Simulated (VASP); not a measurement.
Crystal: CoSi.

```xyz
2
Lattice="2.7813 0.0000 0.0000 0.0000 2.7813 0.0000 0.0000 0.0000 2.7813" Properties=species:S:1:pos:R:3 pbc="T T T"
Co    0.0000    0.0000    0.0000
Si    1.3907    1.3907    1.3907
```

Base run:

| Item | Value |
| --- | --- |
| Program | VASP 6.6.1 |
| Functional | PBE |
| Potentials or basis | VASP PAW PBE potentials, release 64 (Co, Si) |
| Cutoff | 520 eV |
| k mesh | 14 × 14 × 14 |
| Occupations | fermi-dirac, width 0.03 eV |
| Spin | collinear spin, ferromagnetic start |
| Starting moments | [0.53, 0.0] μB |
| Fixed moment | 0.53 μB |

Its results: pressure 0.4 GPa; site moments Co +0.53; Si +0.01 μB.

Task: After a change of settings the same cell gave: pressure 1.5 GPa; site moments Co +0.72; Si +0.03 μB. Which change was it?
A. fixed moment from 0.53 μB to 0.31 μB; moments at the start from [0.53, 0.0] to [0.31, 0.0]
B. fixed moment from 0.53 μB to none; moments at the start from [0.53, 0.0] to [2.0, 0.0]
C. fixed moment from 0.53 μB to 0.15 μB; moments at the start from [0.53, 0.0] to [0.15, 0.0]
D. fixed moment from 0.53 μB to 0.74 μB; moments at the start from [0.53, 0.0] to [0.74, 0.0]

Result: D.

Caveats: the total moment is fixed, so each spin has its own Fermi level.
